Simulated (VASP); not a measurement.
# Zr8HS16 (a cell with a defect) in VASP: notebook

The runs below take Zr8HS16 (a cell with a defect) through single point, with PBE.

All numbers are computed with VASP 6.6.1; they aren't measurements. Logs are shortened: lines on timing, memory, paths and dates and some standing lists are left out, and cuts for length are marked.

## 1. The cell of the first run

The cell holds a defect, 25 atoms: a = 9.296 Å, b = 9.296 Å, c = 9.750 Å, α = 116.71°, β = 116.71°, γ = 93.27°.

## 2. Single point, PBE (with an interstitial atom, then relaxed in part)

INCAR

```
  ALGO = Normal
  EDIFF = 1E-6
  ENCUT = 400
  GGA = PE
  GGA_COMPAT = False
  ISIF = 2
  ISMEAR = 0
  LASPH = True
  LCHARG = True
  LELF = True
  LREAL = False
  LVHAR = True
  LWAVE = False
  NBANDS = 114
  NELECT = 192.0
  NELM = 120
  PREC = Accurate
  SIGMA = 0.02
```

KPOINTS

```
Automatic mesh
0
Gamma
  2 2 2
  0.5 0.5 0.5
```

POSCAR

```
Zr8HS16
1.0
    0.0000000000      6.3829682806     -6.7579064893
    0.0000000000      6.3829682806      6.7579064893
    7.3704169100     -6.3829682806      0.0000000000
Zr S H
8 16 1
Direct
   -0.0077401349     -0.0135761465      0.0001412236
    0.1278685063      0.1186238046      0.7355707430
    0.2447974842      0.2546259399      0.4967923863
    0.3923939336      0.3833913398      0.2647595456
    0.4943905261      0.5015750379      0.0001265875
    0.6126379641      0.6319493126      0.7517468970
    0.7481606887      0.7579778203      0.5034878404
    0.8612002645      0.8802557540      0.2486097974
    0.8105071507      0.6065694691      0.2506285938
    0.9303033962      0.7227227167      0.0001109279
    0.0637173657      0.8582270920      0.7542009045
    0.1844142501      0.9748264091      0.4898328460
    0.3096696668      0.1043017846      0.2460876882
    0.4348779402      0.2269351007      0.0002044172
    0.5600364035      0.3561674150      0.7496747036
    0.6946167549      0.4851885457      0.5104913652
    0.0605766970      0.2733788925      0.0000740188
    0.1789197394      0.3978866542      0.7477824436
    0.3035543501      0.5268347800      0.4956308539
    0.4312778798      0.6503386568      0.2525014703
    0.5482516516      0.7777919421      0.0002337944
    0.6827389536      0.9052300596      0.7539741362
    0.8081525296      0.0313195075      0.5046653600
    0.9289127053      0.1513410150      0.2463626091
    0.9608241764      0.3743956433     -0.0003991607
```

Potentials or basis: VASP PAW PBE potentials, release 64 (Zr_sv, S, H).

Launch:

```bash
$ cat potpaw_PBE.64/Zr_sv/POTCAR potpaw_PBE.64/S/POTCAR potpaw_PBE.64/H/POTCAR > POTCAR
$ mpirun -np 1 vasp_std > vasp.out
```

OUTCAR:

```text
EDIFF = 1E-6
   ENCUT = 400
   GGA = PE
   ISIF = 2
   ISMEAR = 0
   LASPH = True
   LREAL = False
   NELECT = 192.0
   NELM = 120
   PREC = Accurate

 ion  position               nearest neighbor table
   1  0.992  0.986  0.000-  10 2.49  22 2.55  24 2.55  11 2.56  13 2.56  17 2.71   6 3.60   8 3.60
                             3 3.67   7 3.67
   2  0.128  0.119  0.736-  12 2.48  18 2.55  14 2.56  11 2.56  23 2.57  17 2.71   8 3.60   3 3.60
                             5 3.66   7 3.67
   3  0.245  0.255  0.497-  19 2.56  24 2.58  13 2.58  18 2.58  15 2.58  12 2.59   2 3.60   6 3.65
                             1 3.67   4 3.67   5 3.71   8 3.73
   4  0.392  0.383  0.265-  16 2.48  20 2.55  14 2.56  13 2.56  19 2.57  17 2.71   6 3.60   7 3.60
                             5 3.66   3 3.67
   5  0.494  0.502  0.000-  15 2.57   9 2.57  18 2.58  20 2.58  14 2.58  21 2.59   4 3.66   2 3.66
                             6 3.66   8 3.66   3 3.71   7 3.71
   6  0.613  0.632  0.752-  19 2.55  21 2.55  15 2.57  22 2.57  10 2.60  16 2.61   4 3.60   1 3.60
                             3 3.65   8 3.66   5 3.66   7 3.73
   7  0.748  0.758  0.503-  23 2.56  22 2.58  11 2.58  20 2.58   9 2.58  16 2.59   4 3.60   8 3.65
                             1 3.67   2 3.67   5 3.71   6 3.73
   8  0.861  0.880  0.249-  23 2.55  21 2.55   9 2.57  24 2.57  10 2.60  12 2.61   2 3.60   1 3.60
                             7 3.65   6 3.66   5 3.66   3 3.73
   9  0.811  0.607  0.251-   8 2.57   5 2.57   7 2.58
  10  0.930  0.723  0.000-   1 2.49   8 2.60   6 2.60
  11  0.064  0.858  0.754-   1 2.56   2 2.56   7 2.58
  12  0.184  0.975  0.490-   2 2.48   3 2.59   8 2.61
  13  0.310  0.104  0.246-   1 2.56   4 2.56   3 2.58
  14  0.435  0.227  0.000-   2 2.56   4 2.56   5 2.58
  15  0.560  0.356  0.750-   6 2.57   5 2.57   3 2.58
  16  0.695  0.485  0.510-   4 2.48   7 2.59   6 2.61
  17  0.061  0.273  0.000-  25 1.36   1 2.71   2 2.71   4 2.71
  18  0.179  0.398  0.748-   2 2.55   5 2.58   3 2.58
  19  0.304  0.527  0.496-   6 2.55   3 2.56   4 2.57
  20  0.431  0.650  0.253-   4 2.55   5 2.58   7 2.58
  21  0.548  0.778  0.000-   6 2.55   8 2.55   5 2.59
  22  0.683  0.905  0.754-   1 2.55   6 2.57   7 2.58
  23  0.808  0.031  0.505-   8 2.55   7 2.56   2 2.57
  24  0.929  0.151  0.246-   1 2.55   8 2.57   3 2.58
  25  0.961  0.374  1.000-  17 1.36

  LATTYP: Found a face centered orthorhombic cell.
 ALAT       =    12.7659365612
 B/A-ratio  =     1.0587404155
 C/A-ratio  =     1.1547005384

  Lattice vectors:

 A1 = (   7.3704169100,   0.0000000000,   6.7579064893)
 A2 = (   7.3704169100,   6.3829682806,   0.0000000000)
 A3 = (   0.0000000000,   6.3829682806,   6.7579064893)

Analysis of symmetry for initial positions (statically):
=====================================================================
 Subroutine PRICEL returns:
 Original cell was already a primitive cell.

 Routine SETGRP: Setting up the symmetry group for a
 face centered orthorhombic supercell.

 Subroutine GETGRP returns: Found  1 space group operations
 (whereof  1 operations were pure point group operations)
 out of a pool of  8 trial point group operations.

The static configuration has the point symmetry C_1 .

Analysis of symmetry for dynamics (positions and initial velocities):
=====================================================================
 Subroutine PRICEL returns:
 Original cell was already a primitive cell.

 Routine SETGRP: Setting up the symmetry group for a
 face centered orthorhombic supercell.

 Subroutine GETGRP returns: Found  1 space group operations
 (whereof  1 operations were pure point group operations)
 out of a pool of  8 trial point group operations.

The dynamic configuration has the point symmetry C_1 .

 Subroutine INISYM returns: Found  1 space group operations
 (whereof  1 operations are pure point group operations),
 and found     1 'primitive' translations

----------------------------------------------------------------------------------------

                                     Primitive cell

  volume of cell :     635.8533

  direct lattice vectors                    reciprocal lattice vectors
     0.000000000  6.382968281 -6.757906489     0.067838768  0.078333461 -0.073987410
     0.000000000  6.382968281  6.757906489     0.067838768  0.078333461  0.073987410
     7.370416910 -6.382968281  0.000000000     0.135677535  0.000000000  0.000000000

  length of vectors
     9.295783140  9.295783140  9.750145101     0.127327791  0.127327791  0.135677535

  position of ions in fractional coordinates (direct lattice)
     0.992259865  0.986423853  0.000141224
     0.127868506  0.118623805  0.735570743
     0.244797484  0.254625940  0.496792386
     0.392393934  0.383391340  0.264759546
     0.494390526  0.501575038  0.000126587
     0.612637964  0.631949313  0.751746897
[... 17 lines left out ...]
     0.928912705  0.151341015  0.246362609
     0.960824176  0.374395643  0.999600839

  ion indices of the primitive-cell ions
   primitive index   ion index
                 1           1
                 2           2
                 3           3
                 4           4
                 5           5
                 6           6
[... 17 lines left out ...]
                24          24
                25          25

----------------------------------------------------------------------------------------

 KPOINTS: Automatic mesh

Automatic generation of k-mesh.
 Grid dimensions read from file:
 generate k-points for:    2    2    2

 Generating k-lattice:

  Cartesian coordinates                     Fractional coordinates (reciprocal lattice)
     0.033919384  0.039166731 -0.036993705     0.500000000  0.000000000  0.000000000
     0.033919384  0.039166731  0.036993705     0.000000000  0.500000000  0.000000000
     0.067838768  0.000000000  0.000000000     0.000000000  0.000000000  0.500000000

  Length of vectors
     0.063663896  0.063663896  0.067838768

  Shift w.r.t. Gamma in fractional coordinates (k-lattice)
     0.500000000  0.500000000  0.500000000

 Subroutine IBZKPT returns following result:
 ===========================================

 Found      4 irreducible k-points:

 Following reciprocal coordinates:
            Coordinates               Weight
  0.250000  0.250000  0.250000      2.000000
 -0.250000  0.250000  0.250000      2.000000
 -0.250000  0.250000 -0.250000      2.000000
 -0.250000 -0.250000  0.250000      2.000000
   k-points           NKPTS =      4   k-points in BZ     NKDIM =      4   number of bands    NBANDS=    114
   number of dos      NEDOS =    301   number of ions     NIONS =     25
   total plane-waves  NPLWV = 262144
   dimension x,y,z NGX =    64 NGY =   64 NGZ =   64
   dimension x,y,z NGXF=   128 NGYF=  128 NGZF=  128
   ions per type =               8  16   1
   NGX,Y,Z   is equivalent  to a cutoff of  11.45, 11.45, 10.91 a.u.
   NGXF,Y,Z  is equivalent  to a cutoff of  22.89, 22.89, 21.82 a.u.
 SYSTEM =  unknown system
   PREC   = accura    normal or accurate (medium, high low for compatibility)
   ISTART =      0    job   : 0-new  1-cont  2-samecut
   ICHARG =      2    charge: 1-file 2-atom 10-const
   ISPIN  =      1    spin polarized calculation?
   LNONCOLLINEAR =      F non collinear calculations
   LSORBIT =      F    spin-orbit coupling
   LASPH  =      T    aspherical Exc in radial PAW
   ENCUT  =  400.0 eV  29.40 Ry    5.42 a.u.  15.16 15.16 15.90*2*pi/ulx,y,z
   NELM   =    120;   NELMIN=  2; NELMDL= -5     # of ELM steps
   EDIFF  = 0.1E-05   stopping-criterion for ELM
   LREAL  =      F    real-space projection
   EDIFFG = 0.1E-04   stopping-criterion for IOM
   NSW    =      0    number of steps for IOM
   IBRION =     -1    ionic relax: 0-MD 1-quasi-New 2-CG
   NFREE  =      0    steps in history (QN), initial steepest desc. (CG)
   ISIF   =      2    stress and relaxation
   ISYM   =      2    0-nonsym 1-usesym 2-fastsym
   POTIM  = 0.5000    time-step for ionic-motion
   TEBEG  =    0.0;   TEEND  =   0.0 temperature during run
   PSTRESS=    0.0 pullay stress
   NELECT =     192.0000    total number of electrons
   NUPDOWN=      -1.0000    fix difference up-down
   EMIN   =  10.00;   EMAX   =-10.00  energy-range for DOS
   EFERMI =   0.00;   METHOD = LEGACY
   ISMEAR =     0;   SIGMA  =   0.02  broadening in eV -4-tet -1-fermi 0-gaus
   EFERMI_NEDOS =   21; number of points for ismear=-14 and -15
   IALGO  =     38    algorithm
   IMIX   =      4    mixing-type and parameters
     AMIX     =   0.40;   BMIX     =  1.00
     AMIX_MAG =   1.60;   BMIX_MAG =  1.00
  volume/ion in A,a.u.               =      25.43       171.64
  Fermi-wavevector in a.u.,A,eV,Ry     =   1.098305  2.075495 16.412351  1.206274
  Thomas-Fermi vector in A             =   2.234680
   LORBIT       =      0    0 simple, 1 ext, 2 COOP (PROOUT), +10 PAW based schemes
   GGA     = PE    functional components
   LHFCALC =     F    Hartree Fock is set to
   AEXX    =    0.0000 exact exchange contribution
   IVDW    =     0    specifies the selected vdW correction
   LEPSILON=     F    determine dielectric tensor
   LRPA    =     F    only Hartree local field effects (RPA)
 non-spin polarized calculation
 Gauss-broadening in eV      SIGMA  =   0.02
  energy-cutoff  :      400.00
  volume of cell :      635.85
 maximum number of plane-waves:     11576
 NGX is ok and might be reduce to    64
   NGX = 31   NGY = 31   NGZ = 31

 number of electron     192.0000002 magnetization

 Free energy of the ion-electron system (eV)
  ---------------------------------------------------
  ext. energy  EPLUGINS =         0.00000000
  ---------------------------------------------------
  free energy    TOTEN  =      -178.50279395 eV

  energy without entropy =     -178.50279395  energy(sigma->0) =     -178.50279395

 E-fermi :   2.7859     XC(G=0):  -8.6388

 val. band max:        2.6666917488   @ k =  -0.2500  -0.2500   0.2500
 cond. band min:       4.2081423516   @ k =   0.2500   0.2500   0.2500
 fundamental gap:      1.5414506028
 Fermi energy:         2.7858713424

 k-point     1 :       0.2500    0.2500    0.2500
  band No.  band energies     occupation
      1     -45.9060      2.00000
      2     -45.9026      2.00000
      3     -45.8956      2.00000
      4     -45.8933      2.00000
      5     -45.8913      2.00000
      6     -45.8891      2.00000
[... 100 lines left out ...]
    107       5.7156      0.00000
    108       5.8115      0.00000

 k-point     2 :      -0.2500    0.2500    0.2500
  band No.  band energies     occupation
      1     -45.9068      2.00000
      2     -45.9010      2.00000
      3     -45.8957      2.00000
      4     -45.8945      2.00000
      5     -45.8903      2.00000
      6     -45.8897      2.00000
[... 100 lines left out ...]
    107       5.4029      0.00000
    108       5.6311      0.00000

 k-point     3 :      -0.2500    0.2500   -0.2500
  band No.  band energies     occupation
      1     -45.9068      2.00000
      2     -45.9010      2.00000
      3     -45.8957      2.00000
      4     -45.8945      2.00000
      5     -45.8903      2.00000
      6     -45.8897      2.00000
[... 100 lines left out ...]
    107       5.4030      0.00000
    108       5.6311      0.00000

 k-point     4 :      -0.2500   -0.2500    0.2500
  band No.  band energies     occupation
      1     -45.9060      2.00000
      2     -45.9026      2.00000
      3     -45.8956      2.00000
      4     -45.8933      2.00000
      5     -45.8913      2.00000
      6     -45.8891      2.00000
[... 100 lines left out ...]
    107       5.5560      0.00000
    108       5.6817      0.00000
 [bands above 108 left out]

------------------------ aborting loop because EDIFF is reached ----------------------------------------

  FORCE on cell =-STRESS in cart. coord.  units (eV):
  Direction    XX          YY          ZZ          XY          YZ          ZX
  --------------------------------------------------------------------------------------
  -------------------------------------------------------------------------------------
  Total       -5.7574222     -6.1755937     -9.7577663      0.0012699     -0.0036050      0.0081022
  in kB      -14.5071382    -15.5608165    -24.5869172      0.0031999     -0.0090837      0.0204154
  external PRESSURE =     -18.2182906 kB  Pullay stress =       0.0000000 kB

 VOLUME and BASIS-vectors are now :
 -----------------------------------------------------------------------------
  energy-cutoff  :      400.00
  volume of cell :      635.85
      direct lattice vectors                 reciprocal lattice vectors
     0.000000000  6.382968281 -6.757906489     0.067838768  0.078333461 -0.073987410
     0.000000000  6.382968281  6.757906489     0.067838768  0.078333461  0.073987410
     7.370416910 -6.382968281  0.000000000     0.135677535  0.000000000  0.000000000

 POSITION                                       TOTAL-FORCE (eV/Angst)
 -----------------------------------------------------------------------------------
      0.00104     12.62897     -0.03944         0.001370     -0.007450     -0.001575
      5.42146     -3.12177     -0.06247        -0.006243      0.003492     -0.000867
      3.66157      0.01679      0.06642        -0.000907     -0.000128     -0.000835
      1.95139      3.26186     -0.06084         0.007111      0.000727     -0.002118
      0.00093      6.35641      0.04855        -0.000380      0.000515      0.001574
      5.54069      3.14578      0.13050         0.000837      0.000136     -0.002145
[... 17 lines left out ...]
      1.81580      5.32270     -5.25476        -0.000479      0.000307      0.010070
      7.36747      2.14225     -3.96303         0.001182      0.001219     -0.039708
 -----------------------------------------------------------------------------------
    total drift:                                0.000015     -0.000194     -0.000150

  FREE ENERGIE OF THE ION-ELECTRON SYSTEM (eV)
  ---------------------------------------------------
  free  energy   TOTEN  =      -178.5027939523 eV

  energy  without entropy=     -178.5027939523  energy(sigma->0) =     -178.50279395
```

Run time: 5.6 min. Hardware: 1 thread of Intel Xeon 6975P-C (Granite Rapids), shared host; peak memory 0.65 GiB.

Results:

* Free energy: -178.5028 eV
* Largest force: 0.055 eV/Å

Forces on the atoms (eV/Å):
```
Zr   0.001 -0.007 -0.002
Zr  -0.006  0.003 -0.001
Zr  -0.001  0.000 -0.001
Zr   0.007  0.001 -0.002
Zr   0.000  0.001  0.002
Zr   0.001  0.000 -0.002
Zr   0.001 -0.001 -0.001
Zr  -0.002  0.000 -0.001
S    0.000  0.001 -0.010
S   -0.001  0.001 -0.009
S   -0.002  0.000 -0.011
S    0.000  0.000 -0.009
S    0.000 -0.001 -0.010
S    0.000  0.001 -0.012
S    0.000  0.001 -0.010
S   -0.001  0.001 -0.009
S    0.000  0.000  0.055
S    0.001 -0.001  0.010
S   -0.001  0.001  0.012
S    0.000  0.000  0.010
S   -0.001 -0.001  0.011
S    0.000  0.000  0.011
S    0.003  0.001  0.010
S    0.000  0.000  0.010
H    0.001  0.001 -0.040
```

Levels at points of the mesh, in eV from the Fermi level:
```
           k point  band 93  band 94  band 95  band 96  band 97  band 98  band 99  band 100
(0.25, 0.25, 0.25)    -0.61    -0.28    -0.25    -0.17     1.42     1.70     1.71      1.77
```

Caveat: the cell carries a net charge on a neutralising background, which shifts energy and pressure; the cell differs from its parent crystal (with an interstitial atom, then relaxed in part); the cell is charged against a uniform background, so pressure and absolute levels hang on convention.

## 3. Single point, PBE

INCAR

```
PREC = Accurate
ENCUT = 400
EDIFF = 1E-6
ISMEAR = 0
SIGMA = 0.02
LREAL = False
LASPH = True
NELM = 120
ALGO = Normal
ISIF = 2
LWAVE = False
LCHARG = False
GGA = PE
NBANDS = 114
NELECT = 192.0
GGA_COMPAT = False
```

KPOINTS is that of step 2.

POSCAR

```
Zr8HS16
1.0
    0.0000000000      6.3829682806     -6.7579064893
    0.0000000000      6.3829682806      6.7579064893
    7.3704169100     -6.3829682806      0.0000000000
Zr S H
8 16 1
Direct
   -0.0022182156     -0.0171229794      0.0000073266
    0.1333904076      0.1150768958      0.7354368235
    0.2503193635      0.2510790662      0.4966584719
    0.3979159008      0.3798444758      0.2646256004
    0.4999124587      0.4980281474     -0.0000073266
    0.6181599031      0.6284024243      0.7516129776
    0.7536826160      0.7544309247      0.5033538869
    0.8667222449      0.8767089176      0.2484759034
    0.8160290533      0.6030225546      0.2504946494
    0.9358253828      0.7191758920     -0.0000229295
    0.0692392907      0.8546801677      0.7540669772
    0.1899361592      0.9712794655      0.4896988928
    0.3151915836      0.1007549082      0.2459537937
    0.4403998384      0.2233882532      0.0000705523
    0.5655583845      0.3526205461      0.7495407746
    0.7001386353      0.4816416788      0.5103574256
    0.0660986760      0.2698320366     -0.0000598338
    0.1844416471      0.3943397867      0.7476484800
    0.3090762927      0.5232878983      0.4954969365
    0.4367998382      0.6467917939      0.2523675421
    0.5537735177      0.7742450502      0.0000998587
    0.6882608733      0.9016831813      0.7538402600
    0.8136744577      0.0277726391      0.5045314323
    0.9344346332      0.1477941243      0.2462286764
    0.9663460757      0.3708487858     -0.0005330770
```

Potentials or basis: VASP PAW PBE potentials, release 64 (Zr_sv, S, H).

Launch:

```bash
$ cat potpaw_PBE.64/Zr_sv/POTCAR potpaw_PBE.64/S/POTCAR potpaw_PBE.64/H/POTCAR > POTCAR
$ mpirun -np 1 vasp_std > vasp.out
```

Run time: 5.4 min. Hardware: 1 thread of Intel Xeon 6975P-C (Granite Rapids), shared host; peak memory 0.66 GiB.

It converged, with:

- Free energy: -178.5028 eV
- Largest force: 0.055 eV/Å

Forces in eV/Å, atoms in the order of the input:
```
Zr   0.001 -0.007 -0.002
Zr  -0.006  0.004 -0.001
Zr  -0.001  0.000 -0.001
Zr   0.007  0.001 -0.002
Zr   0.000  0.001  0.002
Zr   0.001  0.000 -0.002
Zr   0.001 -0.001 -0.001
Zr  -0.002  0.000 -0.001
S    0.000  0.001 -0.010
S   -0.001  0.001 -0.009
S   -0.002  0.000 -0.011
S    0.000  0.000 -0.009
S    0.000 -0.001 -0.010
S    0.000  0.001 -0.012
S    0.000  0.001 -0.010
S   -0.001  0.001 -0.009
S    0.000 -0.001  0.055
S    0.000 -0.001  0.010
S   -0.001  0.001  0.012
S    0.000  0.000  0.010
S   -0.001 -0.001  0.011
S   -0.001  0.000  0.011
S    0.003  0.001  0.010
S    0.000  0.000  0.010
H    0.001  0.001 -0.040
```

Levels at points of the mesh, in eV from the Fermi level:
```
           k point  band 94  band 95  band 96  band 97  band 98  band 99
(0.25, 0.25, 0.25)    -0.26    -0.23    -0.16     1.44     1.72     1.73
```

Caveat: the cell carries a net charge on a neutralising background, which shifts energy and pressure; the cell is charged against a uniform background, so pressure and absolute levels hang on convention.
